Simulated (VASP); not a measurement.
# AlRu in VASP: notebook

The runs below take AlRu through single point, with PBE.

Program: VASP 6.6.1. These are calculated values, not measurements. Logs are shortened: lines on timing, memory, paths and dates and some standing lists are left out, and cuts for length are marked.

**1. The cell of the first run**

It takes space group P4/mmm (No. 123, tetragonal). The conventional cell has a = 2.872 Å, b = 2.872 Å, c = 2.992 Å, α = 90.00°, β = 90.00°, γ = 90.00°. Al (site symmetry 4/mmm) has 8 Ru at 2.52 Å and 6 Al at 2.87 to 2.99 Å within 3.3 Å. Within 3.3 Å of Ru (site symmetry 4/mmm) lie 8 Al at 2.52 Å and 6 Ru at 2.87 to 2.99 Å.

**2. Single point, PBE (x and y stretched by -4 %, z held)**

INCAR

```
SYSTEM = AlRu
PREC = Accurate
ENCUT = 500
EDIFF = 1E-6
ISMEAR = -1
SIGMA = 0.08
LREAL = .False.
LASPH = .True.
NELM = 120
ALGO = Normal
ISIF = 2
LWAVE = .False.
LCHARG = .False.
GGA = PE
NBANDS = 16
GGA_COMPAT = .False.
```

KPOINTS

```
Automatic mesh
0
Gamma
  14 14 14
  0 0 0
```

POSCAR

```
AlRu
1.0
    2.8719360000      0.0000000000      0.0000000000
    0.0000000000      2.8719360000      0.0000000000
    0.0000000000      0.0000000000      2.9916000000
Al Ru
1 1
Direct
    0.0000000000      0.0000000000      0.0000000000
    0.5000000000      0.5000000000      0.5000000000
```

Potentials or basis: VASP PAW PBE potentials, release 64 (Al, Ru_pv).

Launch:

```
$ cat potpaw_PBE.64/Al/POTCAR potpaw_PBE.64/Ru_pv/POTCAR > POTCAR
$ mpirun -np 1 vasp_std > vasp.out
```

OUTCAR:

```text
SYSTEM = AlRu
   PREC = Accurate
   ENCUT = 500
   EDIFF = 1E-6
   ISMEAR = -1
   LREAL = .False.
   LASPH = .True.
   NELM = 120
   ISIF = 2
   GGA = PE

 ion  position               nearest neighbor table
   1  0.000  0.000  0.000-   2 2.52   2 2.52   2 2.52   2 2.52   2 2.52   2 2.52   2 2.52   2 2.52

   2  0.500  0.500  0.500-   1 2.52   1 2.52   1 2.52   1 2.52   1 2.52   1 2.52   1 2.52   1 2.52

  LATTYP: Found a simple tetragonal cell.
 ALAT       =     2.8719360000
 C/A-ratio  =     1.0416666667

  Lattice vectors:

 A1 = (   2.8719360000,   0.0000000000,   0.0000000000)
 A2 = (   0.0000000000,   2.8719360000,   0.0000000000)
 A3 = (   0.0000000000,   0.0000000000,   2.9916000000)

Analysis of symmetry for initial positions (statically):
=====================================================================
 Subroutine PRICEL returns:
 Original cell was already a primitive cell.

 Routine SETGRP: Setting up the symmetry group for a
 simple tetragonal supercell.

 Subroutine GETGRP returns: Found 16 space group operations
 (whereof 16 operations were pure point group operations)
 out of a pool of 16 trial point group operations.

The static configuration has the point symmetry D_4h.

Analysis of symmetry for dynamics (positions and initial velocities):
=====================================================================
 Subroutine PRICEL returns:
 Original cell was already a primitive cell.

 Routine SETGRP: Setting up the symmetry group for a
 simple tetragonal supercell.

 Subroutine GETGRP returns: Found 16 space group operations
 (whereof 16 operations were pure point group operations)
 out of a pool of 16 trial point group operations.

The dynamic configuration has the point symmetry D_4h.

 Subroutine INISYM returns: Found 16 space group operations
 (whereof 16 operations are pure point group operations),
 and found     1 'primitive' translations

----------------------------------------------------------------------------------------

                                     Primitive cell

  volume of cell :      24.6748

  direct lattice vectors                    reciprocal lattice vectors
     2.871936000  0.000000000  0.000000000     0.348197174  0.000000000  0.000000000
     0.000000000  2.871936000  0.000000000     0.000000000  0.348197174  0.000000000
     0.000000000  0.000000000  2.991600000     0.000000000  0.000000000  0.334269287

  length of vectors
     2.871936000  2.871936000  2.991600000     0.348197174  0.348197174  0.334269287

  position of ions in fractional coordinates (direct lattice)
     0.000000000  0.000000000  0.000000000
     0.500000000  0.500000000  0.500000000

[... 73 lines left out ...]
   LASPH  =      T    aspherical Exc in radial PAW
   ENCUT  =  500.0 eV  36.75 Ry    6.06 a.u.   5.24  5.24  5.45*2*pi/ulx,y,z
   NELM   =    120;   NELMIN=  2; NELMDL= -5     # of ELM steps
   EDIFF  = 0.1E-05   stopping-criterion for ELM
   LREAL  =      F    real-space projection
   EDIFFG = 0.1E-04   stopping-criterion for IOM
   NSW    =      0    number of steps for IOM
   IBRION =     -1    ionic relax: 0-MD 1-quasi-New 2-CG
   NFREE  =      0    steps in history (QN), initial steepest desc. (CG)
   ISIF   =      2    stress and relaxation
   ISYM   =      2    0-nonsym 1-usesym 2-fastsym
   POTIM  = 0.5000    time-step for ionic-motion
   TEBEG  =    0.0;   TEEND  =   0.0 temperature during run
   PSTRESS=    0.0 pullay stress
   NELECT =      17.0000    total number of electrons
   NUPDOWN=      -1.0000    fix difference up-down
   EMIN   =  10.00;   EMAX   =-10.00  energy-range for DOS
   EFERMI =   0.00;   METHOD = LEGACY
   ISMEAR =    -1;   SIGMA  =   0.08  broadening in eV -4-tet -1-fermi 0-gaus
   EFERMI_NEDOS =   21; number of points for ismear=-14 and -15
   IALGO  =     38    algorithm
   IMIX   =      4    mixing-type and parameters
     AMIX     =   0.40;   BMIX     =  1.00
     AMIX_MAG =   1.60;   BMIX_MAG =  1.00
  volume/ion in A,a.u.               =      12.34        83.26
  Fermi-wavevector in a.u.,A,eV,Ry     =   1.445906  2.732367 28.444949  2.090645
  Thomas-Fermi vector in A             =   2.564035
   LORBIT       =      0    0 simple, 1 ext, 2 COOP (PROOUT), +10 PAW based schemes
   GGA     = PE    functional components
   LHFCALC =     F    Hartree Fock is set to
   AEXX    =    0.0000 exact exchange contribution
   IVDW    =     0    specifies the selected vdW correction
   LEPSILON=     F    determine dielectric tensor
   LRPA    =     F    only Hartree local field effects (RPA)
 non-spin polarized calculation
  energy-cutoff  :      500.00
  volume of cell :       24.67
 maximum number of plane-waves:       644
 NGX is ok and might be reduce to    24
   NGX = 11   NGY = 11   NGZ = 11

 number of electron      17.0000000 magnetization

 Free energy of the ion-electron system (eV)
  ---------------------------------------------------
  ext. energy  EPLUGINS =         0.00000000
  ---------------------------------------------------
  free energy    TOTEN  =       -14.08805781 eV

  energy without entropy =      -14.05634985  energy(sigma->0) =      -14.07220383

 E-fermi :  11.9344     XC(G=0): -12.9904

 val. band max:       11.9279017172   @ k =   0.5000   0.4286   0.3571
 cond. band min:      11.9375532356   @ k =   0.0714   0.0000   0.0714
 fundamental gap:      0.0096515184
 Fermi energy:        11.9343793888

 k-point     1 :       0.0000    0.0000    0.0000
  band No.  band energies     occupation
      1     -29.9084      2.00000
      2     -29.8502      2.00000
      3     -29.8502      2.00000
      4       1.7525      2.00000
      5       7.8630      2.00000
      6       7.8896      2.00000
[... 433 lines left out ...]
      3     -29.8731      2.00000
      4       4.8387      2.00000
      5       7.7419      2.00000
      6       9.1811      2.00000
[... 8 lines left out ...]
     15      25.3701      0.00000
     16      26.4552      0.00000

 [... further k-points ...]
[... 5 lines left out ...]
  --------------------------------------------------------------------------------------
  -------------------------------------------------------------------------------------
  Total        4.1114402      4.1114402      2.8096420      0.0000000     -0.0000000      0.0000000
  in kB      266.9632763    266.9632763    182.4351530      0.0000000     -0.0000000      0.0000000
  external PRESSURE =     238.7872352 kB  Pullay stress =       0.0000000 kB

 VOLUME and BASIS-vectors are now :
 -----------------------------------------------------------------------------
  energy-cutoff  :      500.00
  volume of cell :       24.67
      direct lattice vectors                 reciprocal lattice vectors
     2.871936000  0.000000000  0.000000000     0.348197174  0.000000000  0.000000000
     0.000000000  2.871936000  0.000000000     0.000000000  0.348197174  0.000000000
     0.000000000  0.000000000  2.991600000     0.000000000  0.000000000  0.334269287

 POSITION                                       TOTAL-FORCE (eV/Angst)
 -----------------------------------------------------------------------------------
      0.00000      0.00000      0.00000         0.000000      0.000000      0.000000
      1.43597      1.43597      1.49580         0.000000      0.000000      0.000000
 -----------------------------------------------------------------------------------
    total drift:                                0.000000     -0.000000     -0.000000

  FREE ENERGIE OF THE ION-ELECTRON SYSTEM (eV)
  ---------------------------------------------------
  free  energy   TOTEN  =       -14.0880578057 eV

  energy  without entropy=      -14.0563498494  energy(sigma->0) =      -14.07220383
```

Wall time 3.8 min (1 thread of AMD EPYC, shared host); peak memory 0.19 GiB.

Results:

| Item | Value |
| --- | --- |
| Free energy | -14.0881 eV |
| Pressure | 23.9 GPa |
| Band gap on the k mesh | zero (an odd number of electrons rules out a gap without spin polarisation) |

Stress tensor (GPa, compression positive):
```
26.70  0.00  0.00
 0.00 26.70  0.00
 0.00  0.00 18.24
```

Levels at points of the mesh, in eV from the Fermi level:
```tsv
k point	band 7	band 8	band 9	band 10	band 11	band 12
(0.00, 0.00, 0.00)	0.11	0.11	0.39	5.62	6.91	6.91
(0.50, 0.00, 0.00)	-2.16	-1.64	0.43	2.86	7.32	10.73
(0.50, 0.50, 0.00)	-1.62	-1.27	-1.27	1.93	6.26	7.27
(0.00, 0.00, 0.50)	-1.61	-1.61	0.62	2.08	7.41	11.82
(0.50, 0.00, 0.50)	-1.36	-1.28	-1.13	1.61	5.71	6.97
(0.50, 0.50, 0.50)	1.67	2.02	3.07	4.13	4.44	4.44
```

Caveat: the cell differs from its parent crystal (x and y stretched by -4 %, z held); the stress differs along the axes, from 18 to 27 GPa.

**3. Single point, PBE (atom 1 (Al) moved by [0.0, 0.0, 0.05] A)**

INCAR

```
SYSTEM = AlRu
  PREC = Accurate
  ENCUT = 500
  EDIFF = 1E-6
  ISMEAR = -1
  SIGMA = 0.08
  LREAL = .False.
  LASPH = .True.
  NELM = 120
  ALGO = Normal
  ISIF = 2
  LWAVE = .False.
  LCHARG = .True.
  GGA = PE
  LELF = .True.
  LVHAR = .True.
  NBANDS = 16
  GGA_COMPAT = .False.
```

KPOINTS is that of step 2.

POSCAR

```
AlRu
1.0
    2.9916000000      0.0000000000      0.0000000000
    0.0000000000      2.9916000000      0.0000000000
    0.0000000000      0.0000000000      2.9916000000
Al Ru
1 1
Direct
    0.0000000000      0.0000000000      0.0167134644
    0.5000000000      0.5000000000      0.5000000000
```

Potentials or basis: VASP PAW PBE potentials, release 64 (Al, Ru_pv).

Launch:

```
$ cat potpaw_PBE.64/Al/POTCAR potpaw_PBE.64/Ru_pv/POTCAR > POTCAR
$ mpirun -np 1 vasp_std > vasp.out
```

It took 3.1 min on 1 thread of AMD EPYC, shared host; peak memory 0.2 GiB.

The run converged. Its results:

- Free energy: -14.2599 eV
- Pressure: 2.9 GPa
- Largest force: 0.391 eV/Å
- Band gap on the k mesh: zero (an odd number of electrons rules out a gap without spin polarisation)

Forces in eV/Å, atoms in the order of the input:
```
Al   0.000  0.000 -0.391
Ru   0.000  0.000  0.391
```

Stress tensor (GPa, compression positive):
```
2.95 0.00 0.00
0.00 2.95 0.00
0.00 0.00 2.75
```

Levels at points of the mesh, in eV from the Fermi level:
```tsv
k point	band 7	band 8	band 9	band 10	band 11	band 12
(0.00, 0.00, 0.00)	0.17	0.17	0.17	6.08	6.08	6.08
(0.50, 0.00, 0.00)	-1.61	-1.61	0.42	2.29	7.44	11.03
(0.00, 0.00, 0.50)	-1.61	-1.61	0.42	2.29	7.45	11.02
(0.50, 0.50, 0.00)	-1.41	-1.13	-1.13	1.53	5.31	6.22
(0.00, 0.50, 0.50)	-1.36	-1.18	-1.17	1.53	5.31	6.22
(0.50, 0.50, 0.50)	1.62	1.62	2.56	4.13	4.13	4.14
```

Caveat: the cell differs from its parent crystal (atom 1 (Al) moved by [0.0, 0.0, 0.05] A).
